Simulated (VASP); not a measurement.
# Ge (Cmmm) in VASP: a series of runs

The runs below take Ge through single point, with r2SCAN.

Program: VASP 6.6.1. These are calculated values, not measurements. Logs are shortened: lines on timing, memory, paths and dates and some standing lists are left out, and cuts for length are marked.

**1. The cell of the first run**

The structure is orthorhombic, space group Cmmm (No. 65). Conventional cell: a = 2.515 Å, b = 4.681 Å, c = 2.698 Å, α = 90.00°, β = 90.00°, γ = 90.00°. Within 3.3 Å of Ge (site symmetry mmm) lie 8 Ge at 2.51 to 2.70 Å.

**2. Single point, r2SCAN (strain -0.1000 x Voigt [1, 1, 0, 0, 0, 0])**

POSCAR

```
Ge
1.0
    1.2574341000     -2.3404644000      0.0000000000
    1.2574341000      2.3404644000      0.0000000000
    0.0000000000      0.0000000000      2.6982310000
Ge
1
Direct
    0.5000000000      0.5000000000      0.0000000000
```

INCAR.step1

```
PREC = Accurate ; ENCUT = 520
ISMEAR = 0 ; SIGMA = 0.15
LREAL = F ; LASPH = T
NELM = 60 ; NBANDS = 13
GGA = PE ; ALGO = Normal
EDIFF = 1E-4 ; LWAVE = T
LCHARG = F
```

INCAR.step2

```
PREC = Accurate ; ENCUT = 520
EDIFF = 1E-7 ; ISMEAR = 0
SIGMA = 0.15 ; LREAL = F
LASPH = T ; NELM = 60
ALGO = Normal ; ISIF = 2
LWAVE = F ; LCHARG = F
METAGGA = R2SCAN ; LMIXTAU = T
NBANDS = 13 ; ISTART = 1
```

KPOINTS

```
regular mesh
0
Gamma
  20 20 18
```

Potentials or basis: VASP PAW PBE potentials, release 64 (Ge_d).

The run is started by

```bash
$ cat potpaw_PBE.64/Ge_d/POTCAR > POTCAR
$ cp INCAR.step1 INCAR
$ mpirun -np 1 vasp_std > vasp.out
$ cp INCAR.step2 INCAR
$ mpirun -np 1 vasp_std > vasp.out
```

OUTCAR:

```text
PREC = Accurate
   ENCUT = 520
   EDIFF = 1E-7
   ISMEAR = 0
   LREAL = F
   LASPH = T
   NELM = 60
   ISIF = 2
   METAGGA = R2SCAN
   ISTART = 1

 ion  position               nearest neighbor table
   1  0.500  0.500  0.000-

  LATTYP: Found a base centered orthorhombic cell.
 ALAT       =     2.5148682000
 B/A-ratio  =     1.8613018368
 C/A-ratio  =     1.0729114949

  Lattice vectors:

 A1 = (   1.2574341000,  -2.3404644000,   0.0000000000)
 A2 = (   1.2574341000,   2.3404644000,   0.0000000000)
 A3 = (   0.0000000000,   0.0000000000,   2.6982310000)

Analysis of symmetry for initial positions (statically):
=====================================================================
 Subroutine PRICEL returns:
 Original cell was already a primitive cell.

 Routine SETGRP: Setting up the symmetry group for a
 base centered orthorhombic supercell.

 Subroutine GETGRP returns: Found  8 space group operations
 (whereof  8 operations were pure point group operations)
 out of a pool of  8 trial point group operations.

The static configuration has the point symmetry D_2h.

Analysis of symmetry for dynamics (positions and initial velocities):
=====================================================================
 Subroutine PRICEL returns:
 Original cell was already a primitive cell.

 Routine SETGRP: Setting up the symmetry group for a
 base centered orthorhombic supercell.

 Subroutine GETGRP returns: Found  8 space group operations
 (whereof  8 operations were pure point group operations)
 out of a pool of  8 trial point group operations.

The dynamic configuration has the point symmetry D_2h.

 Subroutine INISYM returns: Found  8 space group operations
 (whereof  8 operations are pure point group operations),
 and found     1 'primitive' translations

----------------------------------------------------------------------------------------

                                     Primitive cell

  volume of cell :      15.8817

  direct lattice vectors                    reciprocal lattice vectors
     1.257434100 -2.340464400  0.000000000     0.397635152 -0.213632816  0.000000000
     1.257434100  2.340464400  0.000000000     0.397635152  0.213632816  0.000000000
     0.000000000  0.000000000  2.698231000     0.000000000  0.000000000  0.370613191

  length of vectors
     2.656861706  2.656861706  2.698231000     0.451389737  0.451389737  0.370613191

  position of ions in fractional coordinates (direct lattice)
     0.500000000  0.500000000  0.000000000

  ion indices of the primitive-cell ions
   primitive index   ion index
                 1           1

----------------------------------------------------------------------------------------

 KPOINTS: regular mesh

Automatic generation of k-mesh.
 Grid dimensions read from file:
 generate k-points for:   20   20   18

 Generating k-lattice:

  Cartesian coordinates                     Fractional coordinates (reciprocal lattice)
     0.019881758 -0.010681641  0.000000000     0.050000000  0.000000000  0.000000000
     0.019881758  0.010681641  0.000000000     0.000000000  0.050000000  0.000000000
     0.000000000  0.000000000  0.020589622     0.000000000  0.000000000  0.055555556

  Length of vectors
     0.022569487  0.022569487  0.020589622

  Shift w.r.t. Gamma in fractional coordinates (k-lattice)
     0.000000000  0.000000000  0.000000000

 Subroutine IBZKPT returns following result:
 ===========================================

 Found   1110 irreducible k-points:

 Following reciprocal coordinates:
            Coordinates               Weight
  0.000000  0.000000  0.000000      1.000000
  0.050000 -0.000000  0.000000      4.000000
  0.100000  0.000000  0.000000      4.000000
  0.150000  0.000000  0.000000      4.000000
  0.200000  0.000000  0.000000      4.000000
  0.250000  0.000000  0.000000      4.000000
[... 16 lines left out ...]
 -0.400000  0.050000  0.000000      4.000000
 -0.350000  0.050000  0.000000      4.000000
 [... further k-points ...]
   k-points           NKPTS =   1110   k-points in BZ     NKDIM =   1110   number of bands    NBANDS=     13
   number of dos      NEDOS =    301   number of ions     NIONS =      1
   total plane-waves  NPLWV =   8000
   dimension x,y,z NGX =    20 NGY =   20 NGZ =   20
   dimension x,y,z NGXF=    40 NGYF=   40 NGZF=   40
   ions per type =               1
   NGX,Y,Z   is equivalent  to a cutoff of  12.51, 12.51, 12.32 a.u.
   NGXF,Y,Z  is equivalent  to a cutoff of  25.03, 25.03, 24.65 a.u.
 SYSTEM =  unknown system
   PREC   = accura    normal or accurate (medium, high low for compatibility)
   ISTART =      1    job   : 0-new  1-cont  2-samecut
   ICHARG =      0    charge: 1-file 2-atom 10-const
   ISPIN  =      1    spin polarized calculation?
   LNONCOLLINEAR =      F non collinear calculations
   LSORBIT =      F    spin-orbit coupling
   LASPH  =      T    aspherical Exc in radial PAW
   ENCUT  =  520.0 eV  38.22 Ry    6.18 a.u.   4.94  4.94  5.02*2*pi/ulx,y,z
   NELM   =     60;   NELMIN=  2; NELMDL=  0     # of ELM steps
   EDIFF  = 0.1E-06   stopping-criterion for ELM
   LREAL  =      F    real-space projection
   EDIFFG = 0.1E-05   stopping-criterion for IOM
   NSW    =      0    number of steps for IOM
   IBRION =     -1    ionic relax: 0-MD 1-quasi-New 2-CG
   NFREE  =      0    steps in history (QN), initial steepest desc. (CG)
   ISIF   =      2    stress and relaxation
   ISYM   =      2    0-nonsym 1-usesym 2-fastsym
   POTIM  = 0.5000    time-step for ionic-motion
   TEBEG  =    0.0;   TEEND  =   0.0 temperature during run
   PSTRESS=    0.0 pullay stress
   NELECT =      14.0000    total number of electrons
   NUPDOWN=      -1.0000    fix difference up-down
   EMIN   =  10.00;   EMAX   =-10.00  energy-range for DOS
   EFERMI =   0.00;   METHOD = LEGACY
   ISMEAR =     0;   SIGMA  =   0.15  broadening in eV -4-tet -1-fermi 0-gaus
   EFERMI_NEDOS =   21; number of points for ismear=-14 and -15
   IALGO  =     38    algorithm
   IMIX   =      4    mixing-type and parameters
     AMIX     =   0.40;   BMIX     =  1.00
     AMIX_MAG =   1.60;   BMIX_MAG =  1.00
  volume/ion in A,a.u.               =      15.88       107.17
  Fermi-wavevector in a.u.,A,eV,Ry     =   1.569707  2.966317 33.524502  2.463981
  Thomas-Fermi vector in A             =   2.671550
   LORBIT       =      0    0 simple, 1 ext, 2 COOP (PROOUT), +10 PAW based schemes
   METAGGA = R2SCAN    functional components
   LHFCALC =     F    Hartree Fock is set to
   AEXX    =    0.0000 exact exchange contribution
   IVDW    =     0    specifies the selected vdW correction
   LEPSILON=     F    determine dielectric tensor
   LRPA    =     F    only Hartree local field effects (RPA)
 non-spin polarized calculation
 Gauss-broadening in eV      SIGMA  =   0.15
  energy-cutoff  :      520.00
  volume of cell :       15.88
 maximum number of plane-waves:       440
   NGX =  9   NGY =  9   NGZ = 11

 number of electron      13.9999989 magnetization

 Free energy of the ion-electron system (eV)
  ---------------------------------------------------
  ext. energy  EPLUGINS =         0.00000000
  ---------------------------------------------------
  free energy    TOTEN  =       -13.23616299 eV

  energy without entropy =      -13.23279313  energy(sigma->0) =      -13.23447806

 E-fermi :   8.6049     XC(G=0): -13.2990

 val. band max:        8.5983027174   @ k =  -0.2500   0.0500   0.2222
 cond. band min:       8.6075215639   @ k =  -0.4000   0.3000   0.3333
 fundamental gap:      0.0092188465
 Fermi energy:         8.6048608793

 k-point     1 :       0.0000    0.0000    0.0000
  band No.  band energies     occupation
      1     -17.1977      2.00000
      2     -17.1328      2.00000
      3     -17.0183      2.00000
      4     -16.8295      2.00000
      5     -16.8004      2.00000
      6      -7.0072      2.00000
      7      13.6067      0.00000
      8      17.8933      0.00000
      9      19.7348      0.00000
     10      22.0389      0.00000
     11      24.6436      0.00000
     12      27.1629      0.00000
     13      27.6458      0.00000

 k-point     2 :       0.0500   -0.0000    0.0000
  band No.  band energies     occupation
      1     -17.1907      2.00000
      2     -17.1281      2.00000
      3     -17.0197      2.00000
      4     -16.8307      2.00000
      5     -16.8040      2.00000
      6      -6.9266      2.00000
      7      13.6926      0.00000
      8      17.8250      0.00000
      9      19.4547      0.00000
     10      21.2005      0.00000
     11      24.8526      0.00000
     12      25.7760      0.00000
     13      29.5261      0.00000

 k-point     3 :       0.1000    0.0000    0.0000
  band No.  band energies     occupation
      1     -17.1719      2.00000
      2     -17.1153      2.00000
      3     -17.0216      2.00000
      4     -16.8347      2.00000
      5     -16.8140      2.00000
      6      -6.6841      2.00000
      7      13.9490      0.00000
      8      17.3450      0.00000
      9      18.8339      0.00000
     10      19.6674      0.00000
     11      23.7526      0.00000
     12      26.6798      0.00000
     13      31.0054      0.00000
[... 305 lines left out ...]
 k-point    23 :      -0.4000    0.0500    0.0000
  band No.  band energies     occupation
      1     -17.1856      2.00000
      2     -16.9800      2.00000
      3     -16.9380      2.00000
      4     -16.8564      2.00000
      5     -16.8411      2.00000
      6      -2.4110      2.00000
      7       6.0162      2.00000
      8      13.3996      0.00000
      9      18.0404      0.00000
     10      19.8046      0.00000
     11      23.1656      0.00000
     12      28.0285      0.00000
     13      30.4069      0.00000

 k-point    24 :      -0.3500    0.0500    0.0000
  band No.  band energies     occupation
      1     -17.1680      2.00000
      2     -17.0078      2.00000
      3     -16.9182      2.00000
      4     -16.8811      2.00000
      5     -16.8515      2.00000
      6      -3.5538      2.00000
      7       8.1020      2.00000
      8      13.7822      0.00000
      9      17.0359      0.00000
     10      20.0266      0.00000
     11      22.5591      0.00000
     12      29.9058      0.00000
     13      32.1611      0.00000

 [... further k-points ...]

------------------------ aborting loop because EDIFF is reached ----------------------------------------

  FORCE on cell =-STRESS in cart. coord.  units (eV):
  Direction    XX          YY          ZZ          XY          YZ          ZX
  --------------------------------------------------------------------------------------
  -------------------------------------------------------------------------------------
  Total        3.4545299      2.6738907     -0.0565362      0.0000000      0.0000000      0.0000000
  in kB      348.5002921    269.7477540     -5.7034884      0.0000000      0.0000000      0.0000000
  external PRESSURE =     204.1815192 kB  Pullay stress =       0.0000000 kB

 VOLUME and BASIS-vectors are now :
 -----------------------------------------------------------------------------
  energy-cutoff  :      520.00
  volume of cell :       15.88
      direct lattice vectors                 reciprocal lattice vectors
     1.257434100 -2.340464400  0.000000000     0.397635152 -0.213632816  0.000000000
     1.257434100  2.340464400  0.000000000     0.397635152  0.213632816  0.000000000
     0.000000000  0.000000000  2.698231000     0.000000000  0.000000000  0.370613191

 POSITION                                       TOTAL-FORCE (eV/Angst)
 -----------------------------------------------------------------------------------
      1.25743      0.00000      0.00000         0.000000      0.000000      0.000000
 -----------------------------------------------------------------------------------
    total drift:                               -0.000000      0.000000     -0.000000

  FREE ENERGIE OF THE ION-ELECTRON SYSTEM (eV)
  ---------------------------------------------------
  free  energy   TOTEN  =       -13.2361629894 eV

  energy  without entropy=      -13.2327931316  energy(sigma->0) =      -13.23447806
```

It took 14 min on 1 thread of Intel Xeon 8259CL, shared host; peak memory 0.31 GiB.

What came out:

| Quantity | Value |
| --- | --- |
| Free energy | -13.2362 eV |
| Pressure | 20.4 GPa |
| Band gap on the k mesh | zero (bands 7 and 8 overlap by 9.75 eV) |

Levels at points of the mesh, in eV from the Fermi level:
```csv
k point,band 4,band 5,band 6,band 7,band 8,band 9,band 10,band 11
"(0.00, 0.00, 0.00)",-25.43,-25.41,-15.61,5.00,9.29,11.13,13.43,16.04
"(0.50, 0.00, 0.00)",-25.46,-25.38,-7.74,-7.00,5.45,9.68,11.25,16.58
"(0.50, 0.50, 0.00)",-25.43,-25.41,-8.99,-7.36,7.94,10.22,11.65,16.12
"(0.00, 0.00, 0.50)",-25.50,-25.47,-11.86,-7.57,14.19,16.58,19.21,20.99
"(0.50, 0.00, 0.50)",-25.40,-25.31,-4.21,-3.33,-1.51,3.61,8.32,14.18
"(0.50, 0.50, 0.50)",-25.40,-25.35,-4.71,-4.52,-2.44,3.08,10.86,16.63
```

Caveat: the cell differs from its parent crystal (strain -0.1000 x Voigt [1, 1, 0, 0, 0, 0]); the stress differs along the axes, from -1 to 35 GPa; the PAW data sets were made with another functional, which shifts forces and pressure a little.

**3. Single point, r2SCAN (strain -0.0750 x Voigt [1, 1, 0, 0, 0, 0])**

POSCAR

```
Ge
1.0
    1.2923628250     -2.4054773000      0.0000000000
    1.2923628250      2.4054773000      0.0000000000
    0.0000000000      0.0000000000      2.6982310000
Ge
1
Direct
    0.5000000000      0.5000000000      0.0000000000
```

INCAR.step1

```
ALGO     = Normal         # electronic algorithm
EDIFF    = 1E-4           # SCF threshold, eV
ENCUT    = 520            # plane-wave cutoff, eV
GGA      = PE             # functional
ISMEAR   = 0              # smearing method
LASPH    = True           # aspherical terms in the spheres
LCHARG   = False          # write CHGCAR
LREAL    = False          # projectors in reciprocal space
LWAVE    = True           # write WAVECAR
NBANDS   = 13             # bands
NELM     = 80             # most SCF steps
PREC     = Accurate       # precision mode
SIGMA    = 0.15           # smearing width, eV
```

INCAR.step2

```
ALGO     = Normal         # electronic algorithm
EDIFF    = 1E-7           # SCF threshold, eV
ENCUT    = 520            # plane-wave cutoff, eV
ISIF     = 2              # what is computed and relaxed
ISMEAR   = 0              # smearing method
ISTART   = 1            
LASPH    = True           # aspherical terms in the spheres
LCHARG   = False          # write CHGCAR
LMIXTAU  = True         
LREAL    = False          # projectors in reciprocal space
LWAVE    = False          # write WAVECAR
METAGGA  = R2SCAN         # meta-GGA
NBANDS   = 13             # bands
NELM     = 80             # most SCF steps
PREC     = Accurate       # precision mode
SIGMA    = 0.15           # smearing width, eV
```

KPOINTS

```
k-points
0
Gamma
  20 20 18
```

Potentials or basis: VASP PAW PBE potentials, release 64 (Ge_d).

The run is started by

```bash
$ cat potpaw_PBE.64/Ge_d/POTCAR > POTCAR
$ cp INCAR.step1 INCAR
$ mpirun -np 1 vasp_std > vasp.out
$ cp INCAR.step2 INCAR
$ mpirun -np 1 vasp_std > vasp.out
```

Wall time 14 min (1 thread of Intel Xeon 8259CL, shared host); peak memory 0.32 GiB.

It converged, with:

- Free energy: -13.3719 eV
- Pressure: 11.7 GPa
- Band gap on the k mesh: zero (bands 7 and 8 overlap by 9.79 eV)

Stress tensor (GPa, compression positive):
```
21.04  0.00  0.00
 0.00 15.46  0.00
 0.00  0.00 -1.45
```

Levels at points of the mesh, in eV from the Fermi level:
| k point | band 5 | band 6 | band 7 | band 8 | band 9 | band 10 |
| --- | --- | --- | --- | --- | --- | --- |
| (0.00, 0.00, 0.00) | -25.34 | -15.00 | 5.58 | 9.71 | 10.10 | 12.19 |
| (0.50, 0.00, 0.00) | -25.33 | -7.84 | -6.60 | 4.93 | 9.18 | 11.23 |
| (0.50, 0.50, 0.00) | -25.35 | -9.00 | -6.91 | 7.25 | 10.29 | 11.12 |
| (0.00, 0.00, 0.50) | -25.40 | -11.20 | -7.09 | 13.15 | 15.29 | 18.51 |
| (0.50, 0.00, 0.50) | -25.25 | -3.73 | -3.41 | -1.57 | 3.75 | 7.84 |
| (0.50, 0.50, 0.50) | -25.28 | -4.70 | -3.99 | -2.43 | 3.26 | 10.21 |

Caveat: the cell differs from its parent crystal (strain -0.0750 x Voigt [1, 1, 0, 0, 0, 0]); the stress differs along the axes, from -1 to 21 GPa; the PAW data sets were made with another functional, which shifts forces and pressure a little.

The gap in the log of VASP goes by the Fermi energy; the results here count the filled bands.